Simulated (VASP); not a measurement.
Write the native input for VASP 6.6.1 that does the following.

- Task: single point
- Functional: PBE0
- Potentials or basis: VASP PAW PBE potentials, release 64 (B, Al, As)
- Cutoff: 420 eV
- k mesh: 4 × 2 × 2
- Occupations: gaussian, width 0.01 eV
- Spin: no spin polarisation
- Dipole correction: no
- Grid for exact exchange (PRECFOCK): Normal
- Further INCAR settings: ALGO = Normal; EDIFF = 1e-06; NBANDS = 26
- Share of exact exchange: 0.25

The system is Al3BAs4.

```xyz
8
Lattice="3.8562 0.0000 0.0000 0.0000 3.8733 5.5078 0.0000 -3.8733 5.5078" Properties=species:S:1:pos:R:3 pbc="T T T"
B     0.0000    0.0000   -0.0268
Al    1.9281   -1.9481    2.7595
Al    1.9281    1.9481    2.7595
Al    0.0000    0.0000    5.4880
As    1.9281    0.0000    1.1938
As    0.0000   -2.1090    4.2461
As    0.0000    2.1090    4.2461
As    1.9281    0.0000    6.8729
```

One way to write it, as run:

POSCAR

```
Al3BAs4
1.0
    3.8561702425      0.0000000000      0.0000000000
    0.0000000000      3.8733027046      5.5077693993
    0.0000000000     -3.8733027046      5.5077693993
B Al As
1 3 4
Direct
    0.0000000000     -0.0024363076     -0.0024363076
    0.5000000000     -0.0009656825      0.5019775188
    0.5000000000      0.5019775188     -0.0009656825
    0.0000000000      0.4982061878      0.4982061878
    0.5000000000      0.1083713777      0.1083713777
    0.0000000000      0.1132114755      0.6577118710
    0.0000000000      0.6577118710      0.1132114755
    0.5000000000      0.6239235593      0.6239235593
```

INCAR.step1

```
SYSTEM = Al3BAs4
ALGO = Normal
EDIFF = 1E-5
ENCUT = 420
GGA = PE
GGA_COMPAT = .FALSE.
ISIF = 2
ISMEAR = 0
LASPH = .TRUE.
LCHARG = .FALSE.
LREAL = .FALSE.
LWAVE = .TRUE.
NBANDS = 26
NELM = 120
PREC = Accurate
SIGMA = 0.01
```

INCAR.step2

```
SYSTEM = Al3BAs4
AEXX = 0.25
ALGO = Normal
EDIFF = 1E-6
ENCUT = 420
GGA = PE
GGA_COMPAT = .FALSE.
ISIF = 2
ISMEAR = 0
ISTART = 1
LASPH = .TRUE.
LCHARG = .FALSE.
LHFCALC = .TRUE.
LREAL = .FALSE.
LWAVE = .FALSE.
NBANDS = 26
NELM = 120
PREC = Accurate
PRECFOCK = Normal
SIGMA = 0.01
```

KPOINTS

```
k-points
0
G
  4 2 2
  0 0 0
```

Potentials or basis: VASP PAW PBE potentials, release 64 (B, Al, As).

Command:

```sh
$ cat potpaw_PBE.64/B/POTCAR potpaw_PBE.64/Al/POTCAR potpaw_PBE.64/As/POTCAR > POTCAR
$ cp INCAR.step1 INCAR
$ mpirun -np 1 vasp_std > vasp.out
$ cp INCAR.step2 INCAR
$ mpirun -np 1 vasp_std > vasp.out
```

It gave:

| Quantity | Value |
| --- | --- |
| Pressure | -0.5 GPa |
| Largest force | 0.116 eV/Å |
| Band gap on the k mesh | 1.92 eV |

Caveat: the k points lie up to 0.50 Å⁻¹ apart; the PAW data sets were made with another functional, which shifts forces and pressure a little.

It took 20 min on 1 thread of Oxide Virtual Turin-like Processor, on a shared host, peak memory 0.23 GiB.
